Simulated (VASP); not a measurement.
# ZnS: single point with PBE

The system is ZnS.

```xyz
18
Lattice="0.0000 -6.6361 0.0000 5.7470 -3.3180 0.0000 0.0000 -2.2120 9.4139" Properties=species:S:1:pos:R:3 pbc="T T T"
Zn    3.8093   -8.5897    9.1431
Zn    1.8854   -5.4623    9.3455
Zn    0.1129   -2.1755    9.3542
Zn    3.7942   -6.8212    6.3326
Zn    1.9063   -3.4351    6.1301
Zn    5.6434   -9.9730    6.1186
Zn    3.6528   -4.5692    2.9693
Zn    1.9002   -7.8235    3.1613
Zn    5.6454   -7.6491    3.2876
S     3.8260   -6.8569    2.3382
S     1.9097   -3.2887    2.3954
S     0.0633   -6.7462    2.4127
S     3.8619   -4.6326    5.5349
S     1.9489   -7.8375    5.3558
S    -0.1056   -4.5152    5.6259
S     3.8365   -6.4826    8.5703
S     1.9914   -3.3148    8.4410
S     5.6625  -10.0009    8.6187
```

This cell differs from its parent crystal: dynamics (nvt langevin) at 800 K, volume x 1.02, from the last frame before.

```json
{
  "Program": "VASP 6.6.1",
  "Task": "single point",
  "Functional": "PBE",
  "Potentials or basis": "VASP PAW PBE potentials, release 64 (Zn, S)",
  "Cutoff": "520 eV",
  "k mesh": "2 × 2 × 1, shifted",
  "Occupations": "fermi-dirac, width 0.0689 eV",
  "Spin": "no spin polarisation"
}
```

* Pressure: 2.0 GPa
* Largest force: 1.790 eV/Å
* Band gap on the k mesh: 3.06 eV (least direct gap 3.07 eV)

Forces on the atoms (eV/Å):
```
Zn   0.129 -1.551  0.883
Zn  -0.471 -0.160  0.324
Zn   0.115 -0.367  0.712
Zn  -0.654  0.522 -0.352
Zn   0.309  0.086 -0.097
Zn   0.527 -1.192  0.634
Zn   1.107 -0.330  0.545
Zn   0.176  0.491 -0.634
Zn   0.866 -0.820 -0.271
S   -0.521  1.307 -1.026
S   -0.711 -0.971 -0.794
S   -0.917  0.637 -0.614
S   -0.603  0.336 -0.964
S   -0.509  0.011  1.681
S    0.930  0.429 -0.862
S    0.009  0.260  0.543
S   -0.391  0.327  0.742
S    0.608  0.984 -0.452
```

Stress tensor (GPa, compression positive):
```
 1.90 -0.76  0.56
-0.76  3.35 -0.78
 0.56 -0.78  0.86
```

Levels at points of the mesh, in eV from the valence-band top:
| k point | band 77 | band 78 | band 79 | band 80 | band 81 | band 82 | band 83 | band 84 | band 85 | band 86 |
| --- | --- | --- | --- | --- | --- | --- | --- | --- | --- | --- |
| (0.25, 0.25, 0.00) | -0.98 | -0.81 | -0.65 | -0.10 | -0.04 | 3.06 | 3.87 | 4.04 | 4.16 | 4.39 |

It took 3.5 min on 1 thread of AMD EPYC 9R45 96-Core Processor (Zen 5) (shared host), peak memory 0.41 GiB.

Caveat: the k points lie up to 0.67 Å⁻¹ apart; the atoms stand as in a frame of molecular dynamics; a shifted mesh leaves out Γ, where band edges can lie; forces of over 1 eV/Å act on the atoms, so gaps and moduli don't describe the material at rest. A k mesh can miss the band edges.
